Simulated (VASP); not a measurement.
A run of VASP 6.6.1 is set up as follows.

Contents of INCAR:

```
PREC = Accurate ; ENCUT = 560
EDIFF = 1E-6 ; ISMEAR = 0
SIGMA = 0.1 ; LREAL = F
LASPH = T ; NELM = 120
ALGO = Normal ; ISIF = 2
LWAVE = F ; LCHARG = T
LELF = T ; LVHAR = T
NBANDS = 14 ; GGA_COMPAT = F
```

KPOINTS

```
Automatic mesh
0
Gamma
  8 8 8
```

POSCAR

```
Ir
1.0
    0.0000000000      1.9156000000      1.9156000000
    1.9156000000      0.0000000000      1.9156000000
    1.9156000000      1.9156000000      0.0000000000
Ir
1
Direct
    0.0000000000      0.0000000000      0.0000000000
```

Potentials or basis: VASP PAW LDA potentials, release 64 (Ir_sv_GW).

The run is started by

```sh
$ cat potpaw_LDA.64/Ir_sv_GW/POTCAR > POTCAR
$ mpirun -np 1 vasp_std > vasp.out
```

Q: Predict the band gap on the k mesh.

A: Zero (an odd number of electrons rules out a gap without spin polarisation).

Q: What does it give for the pressure?

A: -5.1 GPa.

Caveat: the cell stands under tension; spin-orbit coupling is left out, which moves the levels of the heavy elements.
